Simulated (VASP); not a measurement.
Crystal: Be2S.

```
Be S
1.0
     3.30000    0.00000    0.00000
    -1.65000    2.85788    0.00000
     0.00000    0.00000    3.85000
Be S
2 1
Direct
  0.33333 0.66667 0.77300
  0.33333 0.66667 0.22700
  0.00000 0.00000 0.00000
```

```yaml
Program: VASP 6.6.1
Task: relaxation of cell and atoms
Functional: PBE
Potentials_or_basis: VASP PAW PBE potentials, release 64 (Be, S)
Cutoff: 600 eV
k_mesh: 7 × 7 × 5
Occupations: gaussian, width 0.2 eV
Spin: no spin polarisation
```

At the start: pressure 11.6 GPa; volume 12.10 Å³/atom.

Task: Where does the relaxation end?

Result: Over 7 steps the energy falls by 347.9 meV/atom and the volume is 13.68 Å³/atom (+13.0 %); space group P-6m2 (No. 187, to 0.05 Å).

Step by step:
| step | energy change (eV) | largest force (eV/Å) | pressure (GPa) | volume (Å³) |
| --- | --- | --- | --- | --- |
| 1 | 0.0000 | 4.5970 | 11.63 | 36.31 |
| 2 | -0.7948 | 2.5645 | 1.85 | 40.96 |
| 3 | -0.9212 | 0.8356 | 2.70 | 39.52 |
| 4 | -1.0384 | 0.1451 | -0.28 | 41.06 |
| 5 | -1.0395 | 0.2292 | -0.61 | 41.24 |
| 6 | -1.0395 | 0.2149 | -0.53 | 41.21 |
| 7 | -1.0438 | 0.0578 | -0.21 | 41.04 |

Final structure:
```xyz
3
Lattice="3.2616 0.0000 0.0000 -1.6308 2.8246 0.0000 0.0000 0.0000 4.4548" Properties=species:S:1:pos:R:3 pbc="T T T"
Be    0.0000    1.8831    3.2736
Be    0.0000    1.8831    1.1813
S     0.0000    0.0000    0.0000
```

Caveat: the relaxation stopped at a loose force limit of 0.08 eV/Å, so its end isn't a converged minimum.
